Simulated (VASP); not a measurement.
Write the native input for VASP 6.6.1 that does the following.

```
Task                   : single point
Functional             : LDA
Potentials or basis    : VASP PAW LDA potentials, release 64 (La)
Cutoff                 : 520 eV
k mesh                 : 4 × 4 × 4
Occupations            : fermi-dirac, width 0.1 eV
Spin                   : no spin polarisation
Dipole correction      : no
Further INCAR settings : ALGO = Normal; EDIFF = 1e-06; NBANDS = 54
```

The structure of La lies in POSCAR:

```
La
1.0
    6.3540499224      0.0000000000      0.0000000000
    0.0000000000      6.3540499224      0.0000000000
    0.0000000000      0.0000000000      6.3540499224
La
8
Direct
    0.0000000000      0.0000000000      1.0000000000
    0.5000000000      0.5000000000      0.5000000000
    0.2500000000      0.0000000000      0.5000000000
    0.7500000000      1.0000000000      0.5000000000
    0.5000000000      0.2500000000      0.0000000000
    0.5000000000      0.7500000000      0.0000000000
    1.0000000000      0.5000000000      0.2500000000
    1.0000000000      0.5000000000      0.7500000000
```

These files were run (other wordings do the same):

INCAR

```
SYSTEM = La
PREC = Accurate ; ENCUT = 520
EDIFF = 1E-6 ; ISMEAR = -1
SIGMA = 0.1 ; LREAL = .False.
LASPH = .True. ; NELM = 80
ALGO = Normal ; ISIF = 2
LWAVE = .False. ; LCHARG = .True.
LELF = .True. ; LVHAR = .True.
NBANDS = 54
```

KPOINTS

```
Automatic mesh
0
Gamma
  4 4 4
  0 0 0
```

Potentials or basis: VASP PAW LDA potentials, release 64 (La).

Launch:

```console
$ cat potpaw_LDA.64/La/POTCAR > POTCAR
$ mpirun -np 1 vasp_std > vasp.out
```

Results of the run:

* Pressure: -0.1 GPa
* Band gap on the k mesh: zero (bands 44 and 45 overlap by 0.19 eV)

Caveat: spin-orbit coupling is left out, which moves the levels of the heavy elements.

It took 6.5 min on 1 thread of AMD EPYC 7R43 64-Core Processor (Zen 3), on a shared host, peak memory 0.28 GiB.
